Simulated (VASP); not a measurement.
# Mn (P6/mmm) in VASP: a series of runs

Mn is run at these levels: PBE; tasks: single point.

Everything below comes from runs of VASP 6.6.1. Logs are shortened: lines on timing, memory, paths and dates and some standing lists are left out, and cuts for length are marked.

**1. The cell of the first run**

Symmetry: P6/mmm, No. 191, hexagonal system. Conventional cell: a = 3.853 Å, b = 3.853 Å, c = 2.417 Å, α = 90.00°, β = 90.00°, γ = 120.00°. Within 3.2 Å of Mn (site symmetry 6/mmm) lie 14 Mn at 2.42 to 2.53 Å. Mn (site symmetry -6m2) has 11 Mn at 2.22 to 2.53 Å within 2.9 Å.

**2. Single point, PBE (volume scaled by 0.96)**

Input file INCAR:

```
ALGO = Normal
EDIFF = 1E-6
ENCUT = 520
GGA = PE
ISIF = 2
ISMEAR = -1
LASPH = T
LCHARG = T
LELF = T
LREAL = F
LVHAR = T
LWAVE = F
NBANDS = 26
NELM = 60
PREC = Accurate
SIGMA = 0.1
```

Input file KPOINTS:

```
k-points
0
Gamma
  12 12 17
```

Input file POSCAR:

```
Mn
1.0
    3.8534012852      0.0000000000      0.0000000000
   -1.9267006426      3.3371434040      0.0000000000
    0.0000000000      0.0000000000      2.4168706151
Mn
3
Direct
    0.0000000000      0.0000000000      0.0000000000
    0.3333333333      0.6666666667      0.5000000000
    0.6666666667      0.3333333333      0.5000000000
```

Potentials or basis: VASP PAW PBE potentials, release 64 (Mn_pv).

Started as:

```
$ cat potpaw_PBE.64/Mn_pv/POTCAR > POTCAR
$ mpirun -np 1 vasp_std > vasp.out
```

OUTCAR:

```text
EDIFF = 1E-6
   ENCUT = 520
   GGA = PE
   ISIF = 2
   ISMEAR = -1
   LASPH = T
   LREAL = F
   NELM = 60
   PREC = Accurate

 ion  position               nearest neighbor table
   1  0.000  0.000  0.000-   2 2.53   3 2.53   2 2.53   3 2.53   3 2.53   3 2.53   2 2.53   2 2.53
                             3 2.53   3 2.53   2 2.53   2 2.53
   2  0.333  0.667  0.500-   3 2.22   3 2.22   3 2.22   1 2.53   1 2.53   1 2.53   1 2.53   1 2.53
                             1 2.53
   3  0.667  0.333  0.500-   2 2.22   2 2.22   2 2.22   1 2.53   1 2.53   1 2.53   1 2.53   1 2.53
                             1 2.53

  LATTYP: Found a hexagonal cell.
 ALAT       =     3.8534012852
 C/A-ratio  =     0.6272044971

  Lattice vectors:

 A1 = (   3.8534012852,   0.0000000000,   0.0000000000)
 A2 = (  -1.9267006426,   3.3371434040,   0.0000000000)
 A3 = (   0.0000000000,   0.0000000000,   2.4168706151)

Analysis of symmetry for initial positions (statically):
=====================================================================
 Subroutine PRICEL returns:
 Original cell was already a primitive cell.

 Routine SETGRP: Setting up the symmetry group for a
 hexagonal supercell.

 Subroutine GETGRP returns: Found 24 space group operations
 (whereof 24 operations were pure point group operations)
 out of a pool of 24 trial point group operations.

The static configuration has the point symmetry D_6h.

Analysis of symmetry for dynamics (positions and initial velocities):
=====================================================================
 Subroutine PRICEL returns:
 Original cell was already a primitive cell.

 Routine SETGRP: Setting up the symmetry group for a
 hexagonal supercell.

 Subroutine GETGRP returns: Found 24 space group operations
 (whereof 24 operations were pure point group operations)
 out of a pool of 24 trial point group operations.

The dynamic configuration has the point symmetry D_6h.

 Subroutine INISYM returns: Found 24 space group operations
 (whereof 24 operations are pure point group operations),
 and found     1 'primitive' translations

----------------------------------------------------------------------------------------

                                     Primitive cell

  volume of cell :      31.0794

  direct lattice vectors                    reciprocal lattice vectors
     3.853401285  0.000000000  0.000000000     0.259510995  0.149828743  0.000000000
    -1.926700643  3.337143404  0.000000000     0.000000000  0.299657485  0.000000000
[... 82 lines left out ...]
   LNONCOLLINEAR =      F non collinear calculations
   LSORBIT =      F    spin-orbit coupling
   LASPH  =      T    aspherical Exc in radial PAW
   ENCUT  =  520.0 eV  38.22 Ry    6.18 a.u.   7.16  7.16  4.49*2*pi/ulx,y,z
   NELM   =     60;   NELMIN=  2; NELMDL= -5     # of ELM steps
   EDIFF  = 0.1E-05   stopping-criterion for ELM
   LREAL  =      F    real-space projection
   EDIFFG = 0.1E-04   stopping-criterion for IOM
   NSW    =      0    number of steps for IOM
   IBRION =     -1    ionic relax: 0-MD 1-quasi-New 2-CG
   NFREE  =      0    steps in history (QN), initial steepest desc. (CG)
   ISIF   =      2    stress and relaxation
   ISYM   =      2    0-nonsym 1-usesym 2-fastsym
   POTIM  = 0.5000    time-step for ionic-motion
   TEBEG  =    0.0;   TEEND  =   0.0 temperature during run
   PSTRESS=    0.0 pullay stress
   NELECT =      39.0000    total number of electrons
   NUPDOWN=      -1.0000    fix difference up-down
   EMIN   =  10.00;   EMAX   =-10.00  energy-range for DOS
   EFERMI =   0.00;   METHOD = LEGACY
   ISMEAR =    -1;   SIGMA  =   0.10  broadening in eV -4-tet -1-fermi 0-gaus
   EFERMI_NEDOS =   21; number of points for ismear=-14 and -15
   IALGO  =     38    algorithm
   IMIX   =      4    mixing-type and parameters
     AMIX     =   0.40;   BMIX     =  1.00
     AMIX_MAG =   1.60;   BMIX_MAG =  1.00
  volume/ion in A,a.u.               =      10.36        69.91
  Fermi-wavevector in a.u.,A,eV,Ry     =   1.765789  3.336858 42.423123  3.118012
  Thomas-Fermi vector in A             =   2.833501
   LORBIT       =      0    0 simple, 1 ext, 2 COOP (PROOUT), +10 PAW based schemes
   GGA     = PE    functional components
   LHFCALC =     F    Hartree Fock is set to
   AEXX    =    0.0000 exact exchange contribution
   IVDW    =     0    specifies the selected vdW correction
   LEPSILON=     F    determine dielectric tensor
   LRPA    =     F    only Hartree local field effects (RPA)
 non-spin polarized calculation
  energy-cutoff  :      520.00
  volume of cell :       31.08
 maximum number of plane-waves:       857
 NGX is ok and might be reduce to    30
   NGX = 15   NGY = 15   NGZ =  9

 number of electron      39.0000084 magnetization

 Free energy of the ion-electron system (eV)
  ---------------------------------------------------
  ext. energy  EPLUGINS =         0.00000000
  ---------------------------------------------------
  free energy    TOTEN  =       -26.71052018 eV

  energy without entropy =      -26.60241271  energy(sigma->0) =      -26.65646644

 E-fermi :  10.9723     XC(G=0): -14.2277

 val. band max:       10.9716650440   @ k =   0.0000   0.0000   0.0588
 cond. band min:      10.9737343002   @ k =   0.0000   0.0000   0.0000
 fundamental gap:      0.0020692563
 Fermi energy:        10.9722904090

 k-point     1 :       0.0000    0.0000    0.0000
  band No.  band energies     occupation
      1     -37.3344      2.00000
      2     -37.3344      2.00000
      3     -36.9713      2.00000
      4     -36.9713      2.00000
      5     -36.8280      2.00000
      6     -36.6203      2.00000
[... 685 lines left out ...]
     25      12.7769      0.00000
     26      14.3496      0.00000

 [... further k-points ...]
[... 5 lines left out ...]
  --------------------------------------------------------------------------------------
  -------------------------------------------------------------------------------------
  Total        2.4364997      2.4364997      2.2729663      0.0000000      0.0000000      0.0000000
  in kB      125.6042776    125.6042776    117.1739492      0.0000000      0.0000000      0.0000000
  external PRESSURE =     122.7941681 kB  Pullay stress =       0.0000000 kB

 VOLUME and BASIS-vectors are now :
 -----------------------------------------------------------------------------
  energy-cutoff  :      520.00
  volume of cell :       31.08
      direct lattice vectors                 reciprocal lattice vectors
     3.853401285  0.000000000  0.000000000     0.259510995  0.149828743  0.000000000
    -1.926700643  3.337143404  0.000000000     0.000000000  0.299657485  0.000000000
     0.000000000  0.000000000  2.416870615     0.000000000  0.000000000  0.413758185

 POSITION                                       TOTAL-FORCE (eV/Angst)
 -----------------------------------------------------------------------------------
      0.00000      0.00000      0.00000         0.000000      0.000000      0.000000
     -0.00000      2.22476      1.20844         0.000000     -0.000000     -0.000000
      1.92670      1.11238      1.20844        -0.000000      0.000000      0.000000
 -----------------------------------------------------------------------------------
    total drift:                               -0.000000      0.000000      0.000000

  FREE ENERGIE OF THE ION-ELECTRON SYSTEM (eV)
  ---------------------------------------------------
  free  energy   TOTEN  =       -26.7105201794 eV

  energy  without entropy=      -26.6024127059  energy(sigma->0) =      -26.65646644
```

stdout:

```text
POSCAR found type information on POSCAR Mn
 POSCAR found :  1 types and       3 ions
 scaLAPACK will be used
 LDA part: xc-table for (Slater+PW92), standard interpolation
 POSCAR, INCAR and KPOINTS ok, starting setup
 FFT: planning ... GRIDC
 FFT: planning ... GRID_SOFT
 FFT: planning ... GRID
 WAVECAR not read
 entering main loop
```

Wall time 80 s (1 thread of Intel Xeon 6975P-C (Granite Rapids), shared host); peak memory 0.22 GiB.

Results:

```
Free energy : -26.7105 eV
Pressure    : 12.3 GPa
```

Caveat: the cell differs from its parent crystal (volume scaled by 0.96); the run has no spin polarisation, though such a crystal can be magnetic.

**3. Single point, PBE**

This run uses another cell than the first one, of 10.79 Å³/atom, 1.042 times its volume.

Input file INCAR:

```
SYSTEM = Mn
PREC     = Accurate       ! precision mode
ENCUT    = 520            ! plane-wave cutoff, eV
EDIFF    = 1E-7           ! SCF threshold, eV
ISMEAR   = -1             ! smearing method
SIGMA    = 0.1            ! smearing width, eV
LREAL    = .FALSE.        ! projectors in reciprocal space
LASPH    = .TRUE.         ! aspherical terms in the spheres
NELM     = 100            ! most SCF steps
ALGO     = Normal         ! electronic algorithm
ISIF     = 2              ! what is computed and relaxed
LWAVE    = .FALSE.        ! write WAVECAR
LCHARG   = .FALSE.        ! write CHGCAR
GGA      = PE             ! functional
NBANDS   = 26             ! bands
```

Input file KPOINTS:

```
regular mesh
0
G
  12 12 17
  0 0 0
```

Input file POSCAR:

```
Mn
1.0
    3.9061941644      0.0000000000      0.0000000000
   -1.9530970822      3.3828633785      0.0000000000
    0.0000000000      0.0000000000      2.4499825464
Mn
3
Direct
    0.0000000000      0.0000000000      0.0000000000
    0.3333333333      0.6666666667      0.5000000000
    0.6666666667      0.3333333333      0.5000000000
```

Potentials or basis: VASP PAW PBE potentials, release 64 (Mn_pv).

Started as:

```
$ cat potpaw_PBE.64/Mn_pv/POTCAR > POTCAR
$ mpirun -np 1 vasp_std > vasp.out
```

It took 78 s on 1 thread of Intel Xeon 6975P-C (Granite Rapids), shared host; peak memory 0.22 GiB.

The run converged. Its results:

- Free energy: -26.7586 eV
- Pressure: 0.0 GPa

Levels at points of the mesh, in eV from the Fermi level:
```
           k point  band 17  band 18  band 19  band 20  band 21  band 22  band 23  band 24
(0.00, 0.00, 0.00)    -1.12    -0.54    -0.54    -0.09    -0.09     0.01     0.01     1.93
(0.50, 0.00, 0.00)    -1.13    -0.95     0.06     0.14     1.18     1.23     1.39     1.41
```

Caveat: the run has no spin polarisation, though such a crystal can be magnetic.

**4. Single point, PBE (volume scaled by 1.04)**

Input file INCAR:

```
SYSTEM = Mn
ALGO = Normal ; EDIFF = 1E-6
ENCUT = 520 ; GGA = PE
ISIF = 2 ; ISMEAR = -1
LASPH = .TRUE. ; LCHARG = .TRUE.
LELF = .TRUE. ; LREAL = .FALSE.
LVHAR = .TRUE. ; LWAVE = .FALSE.
NBANDS = 26 ; NELM = 80
PREC = Accurate ; SIGMA = 0.1
```

Input file KPOINTS:

```
k-points
0
G
  12 12 17
  0 0 0
```

Input file POSCAR:

```
Mn
1.0
    3.9575973508      0.0000000000      0.0000000000
   -1.9787986754      3.4273798438      0.0000000000
    0.0000000000      0.0000000000      2.4822228561
Mn
3
Direct
    0.0000000000      0.0000000000      0.0000000000
    0.3333333333      0.6666666667      0.5000000000
    0.6666666667      0.3333333333      0.5000000000
```

Potentials or basis: VASP PAW PBE potentials, release 64 (Mn_pv).

Started as:

```
$ cat potpaw_PBE.64/Mn_pv/POTCAR > POTCAR
$ mpirun -np 1 vasp_std > vasp.out
```

OUTCAR:

```text
SYSTEM = Mn
   EDIFF = 1E-6
   ENCUT = 520
   GGA = PE
   ISIF = 2
   ISMEAR = -1
   LASPH = .TRUE.
   LREAL = .FALSE.
   NELM = 80
   PREC = Accurate

 ion  position               nearest neighbor table
   1  0.000  0.000  0.000-   2 2.60   3 2.60   2 2.60   3 2.60   3 2.60   3 2.60   2 2.60   2 2.60
                             3 2.60   3 2.60   2 2.60   2 2.60
   2  0.333  0.667  0.500-   3 2.28   3 2.28   3 2.28   1 2.60   1 2.60   1 2.60   1 2.60   1 2.60
                             1 2.60
   3  0.667  0.333  0.500-   2 2.28   2 2.28   2 2.28   1 2.60   1 2.60   1 2.60   1 2.60   1 2.60
                             1 2.60

  LATTYP: Found a hexagonal cell.
[... 894 lines left out ...]
  --------------------------------------------------------------------------------------
  -------------------------------------------------------------------------------------
  Total       -2.1046515     -2.1046515     -1.9644992      0.0000000      0.0000000      0.0000000
  in kB     -100.1511989   -100.1511989    -93.4819632      0.0000000      0.0000000      0.0000000
  external PRESSURE =     -97.9281204 kB  Pullay stress =       0.0000000 kB

 VOLUME and BASIS-vectors are now :
 -----------------------------------------------------------------------------
  energy-cutoff  :      520.00
  volume of cell :       33.67
      direct lattice vectors                 reciprocal lattice vectors
     3.957597351  0.000000000  0.000000000     0.252678560  0.145884035  0.000000000
    -1.978798675  3.427379844  0.000000000     0.000000000  0.291768069  0.000000000
     0.000000000  0.000000000  2.482222856     0.000000000  0.000000000  0.402864714

 POSITION                                       TOTAL-FORCE (eV/Angst)
 -----------------------------------------------------------------------------------
      0.00000      0.00000      0.00000        -0.000000      0.000000      0.000000
     -0.00000      2.28492      1.24111         0.000000      0.000000      0.000000
      1.97880      1.14246      1.24111         0.000000      0.000000      0.000000
 -----------------------------------------------------------------------------------
    total drift:                               -0.000000      0.000000      0.000000

  FREE ENERGIE OF THE ION-ELECTRON SYSTEM (eV)
  ---------------------------------------------------
  free  energy   TOTEN  =       -26.7178826004 eV

  energy  without entropy=      -26.5951577016  energy(sigma->0) =      -26.65652015
```

OSZICAR:

```text
N       E                     dE             d eps       ncg     rms          rms(c)
DAV:   1     0.432494471238E+03    0.43249E+03   -0.22759E+04  9276   0.205E+03
DAV:   2    -0.788988833311E+01   -0.44038E+03   -0.43040E+03  8958   0.552E+02
DAV:   3    -0.311769776517E+02   -0.23287E+02   -0.22441E+02  9498   0.143E+02
DAV:   4    -0.317033229494E+02   -0.52635E+00   -0.52231E+00  9796   0.219E+01
DAV:   5    -0.317126819201E+02   -0.93590E-02   -0.93566E-02  9488   0.308E+00    0.217E+01
DAV:   6    -0.277066430973E+02    0.40060E+01   -0.42852E+01  9322   0.645E+01    0.140E+01
DAV:   7    -0.363370719688E+02   -0.86304E+01   -0.69726E+01 11384   0.715E+01    0.415E+01
DAV:   8    -0.267724088897E+02    0.95647E+01   -0.49629E+01 10768   0.341E+01    0.312E+00
DAV:   9    -0.267480495779E+02    0.24359E-01   -0.48914E-01  9356   0.585E+00    0.167E+00
DAV:  10    -0.267214708063E+02    0.26579E-01   -0.18035E-01  9664   0.361E+00    0.867E-01
DAV:  11    -0.267182185304E+02    0.32523E-02   -0.11013E-02  9188   0.119E+00    0.300E-01
DAV:  12    -0.267179476728E+02    0.27086E-03   -0.10699E-03  9702   0.327E-01    0.152E-01
DAV:  13    -0.267179026435E+02    0.45029E-04   -0.10339E-04  9400   0.104E-01    0.537E-02
DAV:  14    -0.267178867584E+02    0.15885E-04   -0.32802E-05  9514   0.555E-02    0.234E-02
DAV:  15    -0.267178835103E+02    0.32481E-05   -0.69111E-06  7954   0.253E-02    0.887E-03
DAV:  16    -0.267178826004E+02    0.90996E-06   -0.81786E-07  4560   0.929E-03
   1 F= -.26717883E+02 E0= -.26656520E+02  d E =-.122725E+00
```

stdout:

```text
POSCAR found type information on POSCAR Mn
 POSCAR found :  1 types and       3 ions
 scaLAPACK will be used
 LDA part: xc-table for (Slater+PW92), standard interpolation
 POSCAR, INCAR and KPOINTS ok, starting setup
 FFT: planning ... GRIDC
 FFT: planning ... GRID_SOFT
 FFT: planning ... GRID
 WAVECAR not read
 entering main loop
```

It took 78 s on 1 thread of Intel Xeon 6975P-C (Granite Rapids), shared host; peak memory 0.22 GiB.

Results:

```yaml
Free_energy: -26.7179 eV
Pressure: -9.8 GPa
```

Stress tensor (GPa, compression positive):
```
-10.02   0.00   0.00
  0.00 -10.02   0.00
  0.00   0.00  -9.35
```

Levels at points of the mesh, in eV from the Fermi level:
| k point | band 16 | band 17 | band 18 | band 19 | band 20 | band 21 | band 22 | band 23 | band 24 | band 25 |
| --- | --- | --- | --- | --- | --- | --- | --- | --- | --- | --- |
| (0.00, 0.00, 0.00) | -1.63 | -1.07 | -0.51 | -0.51 | -0.08 | -0.08 | 0.01 | 0.01 | 1.82 | 1.82 |
| (0.50, 0.00, 0.00) | -1.43 | -1.08 | -0.89 | 0.06 | 0.14 | 1.11 | 1.16 | 1.31 | 1.34 | 1.35 |

Caveat: the cell differs from its parent crystal (volume scaled by 1.04); the run has no spin polarisation, though such a crystal can be magnetic. Spin polarisation is off, so any magnetic state and its effect on volume and gap are missing.

**5. Single point, PBE (volume scaled by 1.08)**

Input file INCAR:

```
ALGO = Normal ; EDIFF = 1E-6
ENCUT = 520 ; GGA = PE
ISIF = 2 ; ISMEAR = -1
LASPH = True ; LCHARG = True
LELF = True ; LREAL = False
LVHAR = True ; LWAVE = False
NBANDS = 26 ; NELM = 60
PREC = Accurate ; SIGMA = 0.1
```

Input file KPOINTS:

```
k-points
0
Gamma
  12 12 17
```

Input file POSCAR:

```
Mn
1.0
    4.0076988385      0.0000000000      0.0000000000
   -2.0038494192      3.4707690049      0.0000000000
    0.0000000000      0.0000000000      2.5136467345
Mn
3
Direct
    0.0000000000      0.0000000000      0.0000000000
    0.3333333333      0.6666666667      0.5000000000
    0.6666666667      0.3333333333      0.5000000000
```

Started as:

```
$ cat potpaw_PBE.64/Mn_pv/POTCAR > POTCAR
$ mpirun -np 1 vasp_std > vasp.out
```

Run time: 91 s. Hardware: 1 thread of Intel Xeon 6975P-C (Granite Rapids), shared host; peak memory 0.23 GiB.

It converged, with:

```
Free energy : -26.6060 eV
Pressure    : -17.7 GPa
```

Stress tensor (GPa, compression positive):
```
-18.13   0.00   0.00
  0.00 -18.13   0.00
  0.00   0.00 -16.89
```

Levels at points of the mesh, in eV from the Fermi level:
| k point | band 16 | band 17 | band 18 | band 19 | band 20 | band 21 | band 22 | band 23 | band 24 | band 25 |
| --- | --- | --- | --- | --- | --- | --- | --- | --- | --- | --- |
| (0.00, 0.00, 0.00) | -1.56 | -1.02 | -0.48 | -0.48 | -0.07 | -0.07 | 0.01 | 0.01 | 1.72 | 1.72 |
| (0.50, 0.00, 0.00) | -1.35 | -1.03 | -0.84 | 0.06 | 0.13 | 1.04 | 1.10 | 1.24 | 1.27 | 1.28 |

Caveat: the cell differs from its parent crystal (volume scaled by 1.08); the run has no spin polarisation, though such a crystal can be magnetic. Spin polarisation is off, so any magnetic state and its effect on volume and gap are missing.

**6. The runs side by side**

```csv
cell,gap on the mesh (eV),pressure (GPa)
"a = 3.853, b = 3.853, c = 2.417 Å, angles 90.0, 90.0, 120.0°, 3 atoms",none,12.3
"a = 3.906, b = 3.906, c = 2.450 Å, angles 90.0, 90.0, 120.0°, 3 atoms",none,0.0
"a = 3.958, b = 3.958, c = 2.482 Å, angles 90.0, 90.0, 120.0°, 3 atoms",none,-9.8
"a = 4.008, b = 4.008, c = 2.514 Å, angles 90.0, 90.0, 120.0°, 3 atoms",none,-17.7
```

Alike in all rows: task single point; level PBE; potentials or basis VASP PAW PBE potentials, release 64 (Mn_pv); no spin polarisation; k mesh 12 × 12 × 17; cutoff (eV) 520; smearing fermi-dirac 0.1 eV.

Caveats: the run has no spin polarisation, though such a crystal can be magnetic.

Total energies depend on the potentials used, so only differences within one code and one set of settings carry meaning.
